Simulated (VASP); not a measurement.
Write the native input for VASP 6.6.1 that does the following.

```yaml
Task: single point
Functional: PBE
Potentials_or_basis: VASP PAW PBE potentials, release 64 (Al, Te, C)
Cutoff: 520 eV
k_mesh: 6 × 6 × 4
Occupations: gaussian, width 0.1 eV
Spin: no spin polarisation
Dipole_correction: no
Further_INCAR_settings: ALGO = Normal; EDIFF = 1e-06; NBANDS = 16
```

The structure of Al2TeC lies in POSCAR:

```
Al2TeC
1.0
    5.1492685100      0.0000000000      0.0000000000
   -2.5746342600      4.4593973400      0.0000000000
    0.0000000000      0.0000000000      6.8573502600
Al Te C
2 1 1
Direct
    0.0000000000      0.0000000000      0.7174391500
    0.0000000000      0.0000000000      0.1406271700
    0.0000000000      0.0000000000      0.4241309000
    0.0000000000      0.0000000000      0.8673352000
```

The cell was generated, and may not be a known phase.

One way to write it, as run:

INCAR

```
PREC     = Accurate       # precision mode
ENCUT    = 520            # plane-wave cutoff, eV
EDIFF    = 1E-6           # SCF threshold, eV
ISMEAR   = 0              # smearing method
SIGMA    = 0.1            # smearing width, eV
LREAL    = False          # projectors in reciprocal space
LASPH    = True           # aspherical terms in the spheres
NELM     = 80             # most SCF steps
ALGO     = Normal         # electronic algorithm
ISIF     = 2              # what is computed and relaxed
LWAVE    = False          # write WAVECAR
LCHARG   = False          # write CHGCAR
GGA      = PE             # functional
NBANDS   = 16             # bands
```

KPOINTS

```
Automatic mesh
0
Gamma
  6 6 4
```

Potentials or basis: VASP PAW PBE potentials, release 64 (Al, Te, C).

Launch:

```console
$ cat potpaw_PBE.64/Al/POTCAR potpaw_PBE.64/Te/POTCAR potpaw_PBE.64/C/POTCAR > POTCAR
$ mpirun -np 1 vasp_std > vasp.out
```

Results of the run:

```json
{
  "Pressure": "55.3 GPa",
  "Largest force": "103.103 eV/Å",
  "Band gap on the k mesh": "1.20 eV (least direct gap 1.21 eV)"
}
```

Caveat: atoms lie so close that the PAW spheres overlap strongly, which falsifies energies and pressures; the stress differs along the axes, from 0 to 166 GPa; spin-orbit coupling is left out, which moves the levels of the heavy elements; this functional lacks dispersion, which binds layers or chains, so the pressure and a relaxed spacing across them are unreliable; forces of over 1 eV/Å act on the atoms, so gaps and moduli don't describe the material at rest.

Wall time 95 s on 1 thread of Intel Xeon 8259CL, on a shared host, peak memory 0.3 GiB.
